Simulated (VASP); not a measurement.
Write the native input for VASP 6.6.1 that does the following.

* Task: relaxation of cell and atoms
* Functional: PBEsol
* Potentials or basis: VASP PAW PBE potentials, release 64 (Sb)
* Cutoff: 600 eV
* k mesh: 12 × 12 × 12
* Occupations: fermi-dirac, width 0.1 eV
* Spin: no spin polarisation
* Target pressure: 6.4 GPa
* Dipole correction: no
* Further INCAR settings: ALGO = Normal; EDIFF = 1e-07; IBRION = 2; EDIFFG = -0.002; NSW = 80; ISIF = 3

The structure of Sb lies in POSCAR:

```
Sb
1.0
    2.1038769161      1.2146739038      3.4596071943
   -2.1038769161      1.2146739038      3.4596071943
    0.0000000000     -2.4293478077      3.4596071943
Sb
2
Direct
    0.2446863695      0.2446863695      0.2446863695
    0.7553136305      0.7553136305      0.7553136305
```

These files were run (other wordings do the same):

INCAR

```
ALGO = Normal ; EDIFF = 1E-7
EDIFFG = -0.002 ; ENCUT = 600
GGA = PS ; IBRION = 2
ISIF = 3 ; ISMEAR = -1
LASPH = True ; LCHARG = False
LREAL = False ; LWAVE = False
NELM = 60 ; NSW = 80
PREC = Accurate ; PSTRESS = 64.0
SIGMA = 0.1
```

KPOINTS

```
k-points
0
Gamma
  12 12 12
```

Potentials or basis: VASP PAW PBE potentials, release 64 (Sb).

Command:

```sh
$ cat potpaw_PBE.64/Sb/POTCAR > POTCAR
$ mpirun -np 1 vasp_std > vasp.out
```

Results of the run:

The relaxed volume is 26.47 Å³/atom, the relaxed cell is a = 4.214 Å, b = 4.214 Å, c = 4.214 Å, α = 60.03°, β = 60.03°, γ = 60.03° and the space group after relaxing (to 0.05 Å) is Pm-3m (No. 221). The energy change on relaxing (the enthalpy is what falls) is +1.7 meV/atom, the ionic steps are 19 and the pressure after relaxing is 6.4 GPa. The band gap on the k mesh is zero (band 5 reaches 8.87 eV, above the bottom of band 6 at 7.85 eV).

Caveat: the cell is relaxed towards a set pressure, so the enthalpy falls and the energy may rise; the PAW data sets were made with another functional, which shifts forces and pressure a little; spin-orbit coupling is left out, which moves the levels of the heavy elements.

It took 18 min on 1 thread of Intel Xeon 8259CL, with other jobs on the host, peak memory 0.29 GiB.
